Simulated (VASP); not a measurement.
A run of VASP 6.6.1:

INCAR

```
SYSTEM = ScAs3
PREC = Accurate ; ENCUT = 520
EDIFF = 1E-6 ; ISMEAR = 0
SIGMA = 0.1 ; LREAL = .FALSE.
LASPH = .TRUE. ; NELM = 80
ALGO = Normal ; ISIF = 2
LWAVE = .FALSE. ; LCHARG = .FALSE.
GGA = PE ; NBANDS = 21
```

The input KPOINTS:

```
regular mesh
0
G
  4 4 4
  0 0 0
```

Contents of POSCAR:

```
ScAs3
1.0
    4.3062783142      0.0000000000      0.0000000000
    0.0000000000      4.3062783142      0.0000000000
    0.0000000000      0.0000000000      4.3062783142
Sc As
1 3
Direct
    0.0000000000      0.0000000000      0.0000000000
    0.0000000000      0.5000000000      0.5000000000
    0.5000000000      0.0000000000      0.5000000000
    0.5000000000      0.5000000000      0.0000000000
```

Potentials or basis: VASP PAW PBE potentials, release 64 (Sc_sv, As).

Run with:

```sh
$ cat potpaw_PBE.64/Sc_sv/POTCAR potpaw_PBE.64/As/POTCAR > POTCAR
$ mpirun -np 1 vasp_std > vasp.out
```

Hardware: 1 thread of AMD EPYC 7R13, with other jobs on the host.

**Question.** Estimate the wall time of this run.

**Answer.** Wall time 39 s on 1 thread of AMD EPYC 7R13, with other jobs on the host, peak memory 0.15 GiB. Counts: scf iterations 15, k points 10.
